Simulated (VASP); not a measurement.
# Cd4SbO (I4/mmm) in VASP: further runs, part 2 of 2

VASP 6.6.1.

### Step 4. Relaxation of cell and atoms, PBE

Contents of INCAR:

```
SYSTEM = Cd4SbO
  PREC = Accurate
  ENCUT = 600
  EDIFF = 1E-7
  ISMEAR = 0
  SIGMA = 0.1
  LREAL = .False.
  LASPH = .True.
  NELM = 60
  ALGO = Normal
  ISIF = 3
  LWAVE = .False.
  LCHARG = .False.
  GGA = PE
  IBRION = 2
  NSW = 90
  EDIFFG = -0.04
```

Contents of KPOINTS:

```
regular mesh
0
Gamma
  4 4 4
  0 0 0
```

Contents of POSCAR:

```
Cd4SbO
1.0
   -2.9186441600      2.9186441600      4.0983341900
    2.9186441600     -2.9186441600      4.0983341900
    2.9186441600      2.9186441600     -4.0983341900
Cd Sb O
4 1 1
Direct
    0.7500000000      0.2500000000      0.5000000000
    0.2500000000      0.7500000000      0.5000000000
    0.8136666000      0.8136666000      0.0000000000
    0.1863334000      0.1863334000      0.0000000000
    0.5000000000      0.5000000000      0.0000000000
    0.0000000000      0.0000000000      0.0000000000
```

Run with:

```bash
$ cat potpaw_PBE.64/Cd/POTCAR potpaw_PBE.64/Sb/POTCAR potpaw_PBE.64/O/POTCAR > POTCAR
$ mpirun -np 1 vasp_std > vasp.out
```

It took 14 min on 1 thread of Intel Xeon 6975P-C (Granite Rapids), shared host; peak memory 0.39 GiB.

It converged, with:

```
Free energy                           : -10.9605 eV
Relaxed volume                        : 28.39 Å³/atom
Relaxed cell                          : a = 6.389 Å, b = 6.389 Å, c = 6.389 Å, α = 124.46°, β = 124.46°, γ = 82.44°
Space group after relaxing (to 0.1 Å) : I4/mmm (No. 139)
Energy gained by relaxing             : 1643.6 meV/atom
Ionic steps                           : 20
Pressure after relaxing               : 0.0 GPa
Largest force after relaxing          : 0.018 eV/Å
Band gap on the k mesh                : zero (an odd number of electrons rules out a gap without spin polarisation)
```

Forces on the atoms (eV/Å):
```
Cd   0.000  0.000  0.000
Cd   0.000  0.000  0.000
Cd   0.000  0.000  0.018
Cd   0.000  0.000 -0.018
Sb   0.000  0.000  0.000
O    0.000  0.000  0.000
```

Stress tensor (GPa, compression positive):
```
-0.07  0.00  0.00
 0.00 -0.07  0.00
 0.00  0.00  0.04
```

Step by step:
```
step  energy change (eV)  largest force (eV/Å)  pressure (GPa)  volume (Å³)
   1              0.0000               28.3353           40.98       139.65
   2              1.9598                9.6239           -1.50       267.29
   3             -0.3825                8.2346            0.66       250.78
   4             -1.1614                7.6737            1.35       243.34
   5             -2.2729                6.9632            2.33       228.98
   6             -4.2917                7.9943            5.86       183.39
   7             -5.5170                9.6535            9.17       161.29
   8             -6.0790               10.0831           13.24       150.41
   9             -7.9187                1.1024           -5.39       203.06
  10             -8.9560                2.3160           -2.28       176.78
  11             -8.9657                2.4484           -1.96       175.43
  12             -8.9669                2.6389           -1.50       173.66
  13             -9.4936                2.2330           -0.01       167.01
  14             -9.6493                0.3331            3.75       159.28
  15             -9.6843                1.2942            2.06       162.05
  16             -9.6879                1.0867            2.44       161.34
  17             -9.8463                0.0831            0.91       167.53
  18             -9.8507                0.3113            0.67       168.92
  19             -9.8568                0.2112           -0.47       171.36
  20             -9.8614                0.0180           -0.04       170.37
```

Final structure:
```
Cd Sb O
1.0
    -2.97694    2.97694    4.80609
     2.97694   -2.97694    4.80609
     2.97694    2.97694   -4.80609
Cd Sb O
4 1 1
Direct
  0.75000 0.25000 0.50000
  0.25000 0.75000 0.50000
  0.78990 0.78990 0.00000
  0.21010 0.21010 0.00000
  0.50000 0.50000 0.00000
  0.00000 0.00000 0.00000
```

Levels at points of the mesh, in eV from the Fermi level:
```tsv
k point	band 27	band 28	band 29	band 30	band 31	band 32	band 33	band 34
(0.00, 0.00, 0.00)	-1.30	-0.56	-0.38	-0.38	-0.30	-0.30	2.55	3.29
(0.50, 0.00, 0.00)	-1.51	-0.91	-0.78	0.60	1.46	1.47	2.37	2.42
(0.50, 0.50, 0.00)	-1.61	-1.54	-0.67	-0.56	1.20	3.37	3.92	4.47
(0.50, 0.50, 0.50)	-1.11	-0.31	-0.31	0.03	1.42	2.30	2.30	2.76
```

Caveat: the volume moved by over 15 % at a fixed basis, so the end points are rough; spin-orbit coupling is left out, which moves the levels of the heavy elements; an odd number of electrons without spin polarisation forces a metal; a magnetic or distorted state may lie lower.

### Step 5. Single point, PBE

This run uses another cell than the first one, of 28.14 Å³/atom.

Contents of INCAR:

```
ALGO     = Normal         # electronic algorithm
EDIFF    = 1E-7           # SCF threshold, eV
ENCUT    = 520            # plane-wave cutoff, eV
GGA      = PE             # functional
ISIF     = 2              # what is computed and relaxed
ISMEAR   = 0              # smearing method
LASPH    = T              # aspherical terms in the spheres
LCHARG   = T              # write CHGCAR
LELF     = T              # ELF
LREAL    = F              # projectors in reciprocal space
LVHAR    = T            
LWAVE    = F              # write WAVECAR
NBANDS   = 38             # bands
NELM     = 80             # most SCF steps
PREC     = Accurate       # precision mode
SIGMA    = 0.1            # smearing width, eV
```

Contents of KPOINTS:

```
k-points
0
Gamma
  10 10 10
```

Contents of POSCAR:

```
Cd4SbO
1.0
   -2.9676554481      2.9676554481      4.7924753955
    2.9676554481     -2.9676554481      4.7924753955
    2.9676554481      2.9676554481     -4.7924753955
Cd Sb O
4 1 1
Direct
    0.7500000000      0.2500000000      0.5000000000
    0.2500000000      0.7500000000      0.5000000000
    0.7911733826      0.7911733826      0.0000000000
    0.2088266174      0.2088266174      0.0000000000
    0.5000000000      0.5000000000      0.0000000000
    0.0000000000      0.0000000000      0.0000000000
```

Run with:

```bash
$ cat potpaw_PBE.64/Cd/POTCAR potpaw_PBE.64/Sb/POTCAR potpaw_PBE.64/O/POTCAR > POTCAR
$ mpirun -np 1 vasp_std > vasp.out
```

Wall time 6.2 min (1 thread of Intel Xeon 6975P-C (Granite Rapids), shared host); peak memory 0.71 GiB.

It converged, with:

* Free energy: -11.0256 eV
* Pressure: 0.4 GPa
* Largest force: 0.224 eV/Å
* Band gap on the k mesh: zero (an odd number of electrons rules out a gap without spin polarisation)

Forces on the atoms (eV/Å):
```
Cd   0.000  0.000  0.000
Cd   0.000  0.000  0.000
Cd   0.000  0.000 -0.224
Cd   0.000  0.000  0.224
Sb   0.000  0.000  0.000
O    0.000  0.000  0.000
```

Stress tensor (GPa, compression positive):
```
0.08 0.00 0.00
0.00 0.08 0.00
0.00 0.00 1.04
```

Levels at points of the mesh, in eV from the Fermi level:
```
           k point  band 28  band 29  band 30  band 31  band 32  band 33
(0.00, 0.00, 0.00)    -0.63    -0.43    -0.43    -0.39    -0.39     2.47
(0.50, 0.00, 0.00)    -0.97    -0.86     0.54     1.40     1.41     2.31
(0.50, 0.50, 0.00)    -1.60    -0.75    -0.63     1.18     3.35     3.84
(0.50, 0.50, 0.50)    -0.38    -0.38    -0.03     1.40     2.25     2.25
```

Caveat: spin-orbit coupling is left out, which moves the levels of the heavy elements; an odd number of electrons without spin polarisation forces a metal; a magnetic or distorted state may lie lower.

### Step 6. The runs side by side

| task | cell | k mesh | cutoff (eV) | gap on the mesh (eV) | pressure (GPa) | largest force (eV/Å) |
| --- | --- | --- | --- | --- | --- | --- |
| single point | a = 5.817 Å, angles 119.8, 119.8, 90.4°, 6 atoms, atomic positions A | 4 × 4 × 4 | 520 | none | 41.1 | 28.34 |
| single point | a = 6.368 Å, angles 124.4, 124.4, 82.5°, 6 atoms, atomic positions B | 4 × 4 × 4 | 520 | none | 0.5 | 0.23 |
| relaxation of cell and atoms | relaxed from a = 5.817 Å, angles 119.8, 119.8, 90.4°, 6 atoms, atomic positions A | 4 × 4 × 4 | 600 | none | 0.0 | 0.02 |
| single point | a = 6.370 Å, angles 124.5, 124.5, 82.4°, 6 atoms, atomic positions C | 10 × 10 × 10 | 520 | none | 0.4 | 0.22 |

Alike in all rows: level PBE; potentials or basis VASP PAW PBE potentials, release 64 (Cd, Sb, O); no spin polarisation; smearing gaussian 0.1 eV.

Caveats: spin-orbit coupling is left out, which moves the levels of the heavy elements; an odd number of electrons without spin polarisation forces a metal; a magnetic or distorted state may lie lower; the stress differs along the axes, from 5 to 114 GPa (at least some runs); the volume moved by over 15 % at a fixed basis, so the end points are rough (at least some runs).

Absolute energies hang on the potentials; compare differences alone.
